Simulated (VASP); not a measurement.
# C (P6_3/mmc) in VASP: a series of runs

C is run at these levels: BLYP; tasks: single point, relaxation of cell and atoms.

Everything below comes from runs of VASP 6.6.1. Logs are shortened: lines on timing, memory, paths and dates and some standing lists are left out, and cuts for length are marked.

### Step 1. The cell of the first run

Symmetry: P6_3/mmc, No. 194, hexagonal system. The conventional cell has a = 2.474 Å, b = 2.474 Å, c = 11.975 Å, α = 90.00°, β = 90.00°, γ = 120.00°. Within 1.9 Å of C (site symmetry -6m2) lie 3 C at 1.43 Å. C (site symmetry -6m2) has 3 C at 1.43 Å within 1.9 Å.

### Step 2. Single point, BLYP

The input, INCAR:

```
SYSTEM = C
PREC     = Accurate       ! precision mode
ENCUT    = 520            ! plane-wave cutoff, eV
EDIFF    = 1E-6           ! SCF threshold, eV
ISMEAR   = -1             ! smearing method
SIGMA    = 0.05           ! smearing width, eV
LREAL    = .FALSE.        ! projectors in reciprocal space
LASPH    = .TRUE.         ! aspherical terms in the spheres
NELM     = 100            ! most SCF steps
ALGO     = Normal         ! electronic algorithm
ISIF     = 2              ! what is computed and relaxed
LWAVE    = .FALSE.        ! write WAVECAR
LCHARG   = .TRUE.         ! write CHGCAR
GGA      = B5             ! functional
ALDAX    = 1.0          
AGGAX    = 1.0          
AGGAC    = 1.0          
ALDAC    = 0.0          
LELF     = .TRUE.         ! ELF
LVHAR    = .TRUE.       
NBANDS   = 16             ! bands
```

The input, KPOINTS:

```
regular mesh
0
G
  8 8 3
  0 0 0
```

The input, POSCAR:

```
C
1.0
    2.4738161548      0.0000000000      0.0000000000
   -1.2369080774      2.1423876344      0.0000000000
    0.0000000000      0.0000000000     11.9754475453
C
4
Direct
    0.0000000000      0.0000000000      0.2500000000
    1.0000000000      1.0000000000      0.7500000000
    0.3333333333      0.6666666667      0.2500000000
    0.6666666667      0.3333333333      0.7500000000
```

Potentials or basis: VASP PAW PBE potentials, release 64 (C).

Command:

```
$ cat potpaw_PBE.64/C/POTCAR > POTCAR
$ mpirun -np 1 vasp_std > vasp.out
```

OUTCAR:

```text
SYSTEM = C
   PREC = Accurate
   ENCUT = 520
   EDIFF = 1E-6
   ISMEAR = -1
   LREAL = .FALSE.
   LASPH = .TRUE.
   NELM = 100
   ISIF = 2
   GGA = B5

 ion  position               nearest neighbor table
   1  0.000  0.000  0.250-   3 1.43   3 1.43   3 1.43
   2  0.000  0.000  0.750-   4 1.43   4 1.43   4 1.43
   3  0.333  0.667  0.250-   1 1.43   1 1.43   1 1.43
   4  0.667  0.333  0.750-   2 1.43   2 1.43   2 1.43

  LATTYP: Found a hexagonal cell.
 ALAT       =     2.4738161548
 C/A-ratio  =     4.8408801608

  Lattice vectors:

 A1 = (   2.4738161548,   0.0000000000,   0.0000000000)
 A2 = (  -1.2369080774,   2.1423876344,   0.0000000000)
 A3 = (   0.0000000000,   0.0000000000,  11.9754475453)

Analysis of symmetry for initial positions (statically):
=====================================================================
 Subroutine PRICEL returns:
 Original cell was already a primitive cell.

 Routine SETGRP: Setting up the symmetry group for a
 hexagonal supercell.

 Subroutine GETGRP returns: Found 24 space group operations
 (whereof 12 operations were pure point group operations)
 out of a pool of 24 trial point group operations.

The static configuration has the point symmetry D_3d.
 The point group associated with its full space group is D_6h.

Analysis of symmetry for dynamics (positions and initial velocities):
=====================================================================
 Subroutine PRICEL returns:
 Original cell was already a primitive cell.

 Routine SETGRP: Setting up the symmetry group for a
 hexagonal supercell.

 Subroutine GETGRP returns: Found 24 space group operations
 (whereof 12 operations were pure point group operations)
 out of a pool of 24 trial point group operations.

The dynamic configuration has the point symmetry D_3d.
 The point group associated with its full space group is D_6h.

 Subroutine INISYM returns: Found 24 space group operations
 (whereof 12 operations are pure point group operations),
 and found     1 'primitive' translations

----------------------------------------------------------------------------------------

                                     Primitive cell

  volume of cell :      63.4684

  direct lattice vectors                    reciprocal lattice vectors
     2.473816155  0.000000000  0.000000000     0.404233758  0.233384469  0.000000000
    -1.236908077  2.142387634  0.000000000     0.000000000  0.466768938  0.000000000
     0.000000000  0.000000000 11.975447545     0.000000000  0.000000000  0.083504186

  length of vectors
     2.473816155  2.473816155 11.975447545     0.466768938  0.466768938  0.083504186

  position of ions in fractional coordinates (direct lattice)
     0.000000000  0.000000000  0.250000000
     0.000000000  0.000000000  0.750000000
     0.333333333  0.666666667  0.250000000
     0.666666667  0.333333333  0.750000000

  ion indices of the primitive-cell ions
   primitive index   ion index
                 1           1
                 2           2
                 3           3
                 4           4

----------------------------------------------------------------------------------------

 KPOINTS: regular mesh

Automatic generation of k-mesh.
 Grid dimensions read from file:
 generate k-points for:    8    8    3

 Generating k-lattice:

  Cartesian coordinates                     Fractional coordinates (reciprocal lattice)
     0.050529220  0.029173059  0.000000000     0.125000000  0.000000000  0.000000000
     0.000000000  0.058346117  0.000000000     0.000000000  0.125000000  0.000000000
     0.000000000  0.000000000  0.027834729     0.000000000  0.000000000  0.333333333

  Length of vectors
     0.058346117  0.058346117  0.027834729

  Shift w.r.t. Gamma in fractional coordinates (k-lattice)
     0.000000000  0.000000000  0.000000000

 Subroutine IBZKPT returns following result:
 ===========================================

 Found     20 irreducible k-points:

 Following reciprocal coordinates:
            Coordinates               Weight
  0.000000  0.000000  0.000000      1.000000
  0.125000  0.000000  0.000000      6.000000
  0.250000  0.000000  0.000000      6.000000
  0.375000  0.000000  0.000000      6.000000
  0.500000  0.000000  0.000000      3.000000
  0.125000  0.125000  0.000000      6.000000
[... 12 lines left out ...]
  0.250000  0.250000  0.333333     12.000000
  0.375000  0.250000  0.333333     12.000000
   k-points           NKPTS =     20   k-points in BZ     NKDIM =     20   number of bands    NBANDS=     16
   number of dos      NEDOS =    301   number of ions     NIONS =      4
   total plane-waves  NPLWV =  29160
   dimension x,y,z NGX =    18 NGY =   18 NGZ =   90
   dimension x,y,z NGXF=    36 NGYF=   36 NGZF=  180
   ions per type =               4
   NGX,Y,Z   is equivalent  to a cutoff of  12.10, 12.10, 12.49 a.u.
   NGXF,Y,Z  is equivalent  to a cutoff of  24.19, 24.19, 24.99 a.u.
 SYSTEM =  C
   PREC   = accura    normal or accurate (medium, high low for compatibility)
   ISTART =      0    job   : 0-new  1-cont  2-samecut
   ICHARG =      2    charge: 1-file 2-atom 10-const
   ISPIN  =      1    spin polarized calculation?
   LNONCOLLINEAR =      F non collinear calculations
   LSORBIT =      F    spin-orbit coupling
   LASPH  =      T    aspherical Exc in radial PAW
   ENCUT  =  520.0 eV  38.22 Ry    6.18 a.u.   4.60  4.60 22.27*2*pi/ulx,y,z
   NELM   =    100;   NELMIN=  2; NELMDL= -5     # of ELM steps
   EDIFF  = 0.1E-05   stopping-criterion for ELM
   LREAL  =      F    real-space projection
   EDIFFG = 0.1E-04   stopping-criterion for IOM
   NSW    =      0    number of steps for IOM
   IBRION =     -1    ionic relax: 0-MD 1-quasi-New 2-CG
   NFREE  =      0    steps in history (QN), initial steepest desc. (CG)
   ISIF   =      2    stress and relaxation
   ISYM   =      2    0-nonsym 1-usesym 2-fastsym
   POTIM  = 0.5000    time-step for ionic-motion
   TEBEG  =    0.0;   TEEND  =   0.0 temperature during run
   PSTRESS=    0.0 pullay stress
   NELECT =      16.0000    total number of electrons
   NUPDOWN=      -1.0000    fix difference up-down
   EMIN   =  10.00;   EMAX   =-10.00  energy-range for DOS
   EFERMI =   0.00;   METHOD = LEGACY
   ISMEAR =    -1;   SIGMA  =   0.05  broadening in eV -4-tet -1-fermi 0-gaus
   EFERMI_NEDOS =   21; number of points for ismear=-14 and -15
   IALGO  =     38    algorithm
   IMIX   =      4    mixing-type and parameters
     AMIX     =   0.40;   BMIX     =  1.00
     AMIX_MAG =   1.60;   BMIX_MAG =  1.00
  volume/ion in A,a.u.               =      15.87       107.08
  Fermi-wavevector in a.u.,A,eV,Ry     =   1.034179  1.954315 14.551790  1.069526
  Thomas-Fermi vector in A             =   2.168462
   LORBIT       =      0    0 simple, 1 ext, 2 COOP (PROOUT), +10 PAW based schemes
   GGA     = B5    functional components
   LHFCALC =     F    Hartree Fock is set to
   AEXX    =    0.0000 exact exchange contribution
   IVDW    =     0    specifies the selected vdW correction
   LEPSILON=     F    determine dielectric tensor
   LRPA    =     F    only Hartree local field effects (RPA)
 non-spin polarized calculation
  energy-cutoff  :      520.00
  volume of cell :       63.47
 maximum number of plane-waves:      1734
   NGX =  9   NGY =  9   NGZ = 45

 number of electron      15.9999993 magnetization

 Free energy of the ion-electron system (eV)
  ---------------------------------------------------
  ext. energy  EPLUGINS =         0.00000000
  ---------------------------------------------------
  free energy    TOTEN  =       -34.69569284 eV

  energy without entropy =      -34.69569284  energy(sigma->0) =      -34.69569284

 E-fermi :   1.0466     XC(G=0):  -6.4023

 val. band max:        0.0767886114   @ k =   0.3750   0.2500   0.0000
 cond. band min:       2.0212544861   @ k =   0.3750   0.2500   0.0000
 fundamental gap:      1.9444658747
 Fermi energy:         1.0466145452

 k-point     1 :       0.0000    0.0000    0.0000
  band No.  band energies     occupation
      1     -18.2799      2.00000
      2     -18.2792      2.00000
      3      -6.4589      2.00000
      4      -6.4277      2.00000
      5      -2.1266      2.00000
      6      -2.1266      2.00000
[... 8 lines left out ...]
     15       9.3691      0.00000
     16       9.4300      0.00000

 k-point     2 :       0.1250    0.0000    0.0000
  band No.  band energies     occupation
      1     -17.9162      2.00000
      2     -17.9157      2.00000
      3      -6.0235      2.00000
      4      -5.9932      2.00000
      5      -3.4627      2.00000
      6      -3.4627      2.00000
[... 8 lines left out ...]
     15      10.8240      0.00000
     16      10.8241      0.00000

 k-point     3 :       0.2500    0.0000    0.0000
  band No.  band energies     occupation
      1     -16.8352      2.00000
      2     -16.8346      2.00000
      3      -6.3887      2.00000
      4      -6.3886      2.00000
      5      -4.7474      2.00000
      6      -4.7202      2.00000
[... 8 lines left out ...]
     15       9.1769      0.00000
     16      11.1934      0.00000

 k-point     4 :       0.3750    0.0000    0.0000
  band No.  band energies     occupation
      1     -15.0768      2.00000
      2     -15.0764      2.00000
      3      -9.5943      2.00000
      4      -9.5942      2.00000
      5      -5.0459      2.00000
      6      -5.0459      2.00000
[... 8 lines left out ...]
     15      10.5237      0.00000
     16      13.1976      0.00000
[... 248 lines left out ...]
 k-point    18 :       0.3750    0.1250    0.3333
  band No.  band energies     occupation
      1     -13.7449      2.00000
      2     -13.7447      2.00000
      3     -10.8744      2.00000
      4     -10.8744      2.00000
      5      -6.3734      2.00000
      6      -6.3733      2.00000
[... 8 lines left out ...]
     15      12.8446      0.00000
     16      13.3802      0.00000

 k-point    19 :       0.2500    0.2500    0.3333
  band No.  band energies     occupation
      1     -14.0630      2.00000
      2     -14.0628      2.00000
      3      -9.4514      2.00000
      4      -9.4514      2.00000
      5      -7.8310      2.00000
      6      -7.8310      2.00000
[... 8 lines left out ...]
     15      13.2179      0.00000
     16      13.2398      0.00000

 k-point    20 :       0.3750    0.2500    0.3333
  band No.  band energies     occupation
      1     -12.2095      2.00000
      2     -12.2095      2.00000
      3     -11.3106      2.00000
      4     -11.3106      2.00000
      5      -8.6007      2.00000
      6      -8.6006      2.00000
[... 8 lines left out ...]
     15      13.1004      0.00000
     16      13.3205      0.00000

------------------------ aborting loop because EDIFF is reached ----------------------------------------

  FORCE on cell =-STRESS in cart. coord.  units (eV):
  Direction    XX          YY          ZZ          XY          YZ          ZX
  --------------------------------------------------------------------------------------
  -------------------------------------------------------------------------------------
  Total        0.1215136      0.1215136     -0.0021626      0.0000000     -0.0000000      0.0000000
  in kB        3.0674562      3.0674562     -0.0545921      0.0000000     -0.0000000      0.0000000
  external PRESSURE =       2.0267735 kB  Pullay stress =       0.0000000 kB

 VOLUME and BASIS-vectors are now :
 -----------------------------------------------------------------------------
  energy-cutoff  :      520.00
  volume of cell :       63.47
      direct lattice vectors                 reciprocal lattice vectors
     2.473816155  0.000000000  0.000000000     0.404233758  0.233384469  0.000000000
    -1.236908077  2.142387634  0.000000000     0.000000000  0.466768938  0.000000000
     0.000000000  0.000000000 11.975447545     0.000000000  0.000000000  0.083504186

 POSITION                                       TOTAL-FORCE (eV/Angst)
 -----------------------------------------------------------------------------------
      0.00000      0.00000      2.99386        -0.000000     -0.000000      0.000000
      0.00000      0.00000      8.98159         0.000000     -0.000000      0.000000
     -0.00000      1.42826      2.99386         0.000000     -0.000000     -0.000000
      1.23691      0.71413      8.98159        -0.000000      0.000000      0.000000
 -----------------------------------------------------------------------------------
    total drift:                                0.000000      0.000000      0.000000

  FREE ENERGIE OF THE ION-ELECTRON SYSTEM (eV)
  ---------------------------------------------------
  free  energy   TOTEN  =       -34.6956928407 eV

  energy  without entropy=      -34.6956928381  energy(sigma->0) =      -34.69569284
```

Wall time 20 s (1 thread of Intel Xeon Platinum 8488C (Sapphire Rapids), shared host); peak memory 0.16 GiB.

Results:

```
Free energy            : -34.6957 eV
Pressure               : 0.2 GPa
Band gap on the k mesh : 1.94 eV, direct
```

Levels at points of the mesh, in eV from the valence-band top:
```csv
k point,band 4,band 5,band 6,band 7,band 8,band 9,band 10,band 11,band 12,band 13
"(0.00, 0.00, 0.00)",-6.50,-2.20,-2.20,-2.20,-2.20,3.67,5.14,6.19,9.29,9.29
"(0.50, 0.00, 0.00)",-12.13,-5.48,-5.48,-1.33,-1.32,2.67,2.69,8.40,8.40,11.43
```

Caveat: the PAW data sets were made with another functional, which shifts forces and pressure a little. A k mesh can miss the band edges.

### Step 3. Relaxation of cell and atoms, BLYP

This run uses another cell than the first one, of 8.82 Å³/atom, 0.556 times its volume.

The input, INCAR:

```
PREC = Accurate
ENCUT = 600
EDIFF = 1E-7
ISMEAR = -1
SIGMA = 0.05
LREAL = False
LASPH = True
NELM = 100
ALGO = Normal
ISIF = 3
LWAVE = False
LCHARG = False
GGA = B5
ALDAX = 1.0
AGGAX = 1.0
AGGAC = 1.0
ALDAC = 0.0
IBRION = 2
NSW = 80
EDIFFG = -0.01
```

The input, KPOINTS:

```
regular mesh
0
Gamma
  8 8 3
```

The input, POSCAR:

```
C
1.0
    2.4640014744      0.0000000000      0.0000000000
   -1.2320007372      2.1338878718      0.0000000000
    0.0000000000      0.0000000000      6.7110000000
C
4
Direct
    0.0000000000      0.0000000000      0.2500000000
    0.0000000000      0.0000000000      0.7500000000
    0.3333333333      0.6666666667      0.2500000000
    0.6666666667      0.3333333333      0.7500000000
```

Potentials or basis: VASP PAW PBE potentials, release 64 (C).

Command:

```
$ cat potpaw_PBE.64/C/POTCAR > POTCAR
$ mpirun -np 1 vasp_std > vasp.out
```

Run time: 2.1 min. Hardware: 1 thread of Intel Xeon Platinum 8488C (Sapphire Rapids), shared host; peak memory 0.15 GiB.

The run converged. Its results:

* Free energy: -34.6610 eV
* Relaxed volume: 10.75 Å³/atom
* Relaxed cell: a = 2.474 Å, b = 2.474 Å, c = 8.110 Å, α = 90.00°, β = 90.00°, γ = 120.00°
* Space group after relaxing (to 0.05 Å): P6_3/mmc (No. 194)
* Energy gained by relaxing: 23.5 meV/atom
* Ionic steps: 9
* Pressure after relaxing: 0.0 GPa
* Band gap on the k mesh: 1.85 eV, indirect (least direct gap 1.86 eV)

The path:
| step | energy change (eV) | largest force (eV/Å) | pressure (GPa) | volume (Å³) |
| --- | --- | --- | --- | --- |
| 1 | 0.0000 | 0.0000 | 4.42 | 35.29 |
| 2 | -0.0023 | 0.0000 | -4.22 | 36.54 |
| 3 | -0.0091 | 0.0000 | -0.34 | 35.95 |
| 4 | -0.0264 | 0.0000 | -0.26 | 36.56 |
| 5 | -0.0627 | 0.0000 | 0.10 | 38.39 |
| 6 | -0.0925 | 0.0000 | 0.91 | 42.02 |
| 7 | -0.0932 | 0.0000 | 1.02 | 42.72 |
| 8 | -0.0657 | 0.0000 | -6.43 | 44.75 |
| 9 | -0.0938 | 0.0000 | -0.01 | 42.98 |

Final structure:
```yaml
crystal:
  lattice:
    - [2.47385, 0.00000, 0.00000]
    - [-1.23693, 2.14242, 0.00000]
    - [0.00000, 0.00000, 8.10953]
  atoms:
    - { symbol: C, position: [0.00000, 0.00000, 0.25000] }
    - { symbol: C, position: [0.00000, 0.00000, 0.75000] }
    - { symbol: C, position: [0.33333, 0.66667, 0.25000] }
    - { symbol: C, position: [0.66667, 0.33333, 0.75000] }
```

Levels at points of the mesh, in eV from the valence-band top:
```tsv
k point	band 5	band 6	band 7	band 8	band 9	band 10	band 11	band 12
(0.00, 0.00, 0.00)	-2.29	-2.29	-2.29	-2.29	4.03	7.86	9.20	9.20
(0.50, 0.00, 0.00)	-5.57	-5.56	-1.53	-1.31	2.47	2.75	8.27	8.35
```

Caveat: the volume moved by over 15 % at a fixed basis, so the end points are rough; the PAW data sets were made with another functional, which shifts forces and pressure a little; this functional lacks dispersion, which binds the layers, so the pressure and a relaxed spacing across them are unreliable; the volume moved by +22 % from the deposited cell, more than functionals usually miss. BLYP gives volumes clearly too large for solids.

(Part 1 of 2 ends here.)
